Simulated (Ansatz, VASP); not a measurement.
## One calculation of Ti4H, two programs

```
Ti H
1.0
     5.34926    0.00000    0.00000
    -2.67463    4.63259    0.00000
     0.00000    0.00000    3.11487
Ti H
4 1
Direct
  0.50000 0.00000 0.00000
  0.00000 0.50000 0.00000
  0.50000 0.50000 0.00000
  0.00000 0.00000 0.50000
  0.00000 0.00000 0.00000
```

Alike in both runs: functional PBE; k mesh 6 × 6 × 6; occupations gaussian, width 0.1 eV; no spin polarisation.

Ansatz relaxed the structure, and its values are those at the end. VASP's run is a single point on that final structure, the one shown.

|  | VASP | Ansatz |
| --- | --- | --- |
| version | VASP 6.6.1 | Ansatz 0.2.0 |
| potentials or method | VASP PAW PBE potentials, release 64 (Ti_sv, H), cutoff 520 eV | scalar-relativistic, plane waves, PAW |
| valence electrons in the cell | 49 | 49 |

|  | VASP | Ansatz | Ansatz less VASP |
| --- | --- | --- | --- |
| gap on the k mesh at the Fermi level (eV) | none | none | - |
| pressure (GPa) | -0.2 | 0.0 | +0.17 |

A gap of «none» marks a metal or a gap that the smearing closes. With one functional, cell and mesh, what is left measures potentials, basis and numerics.
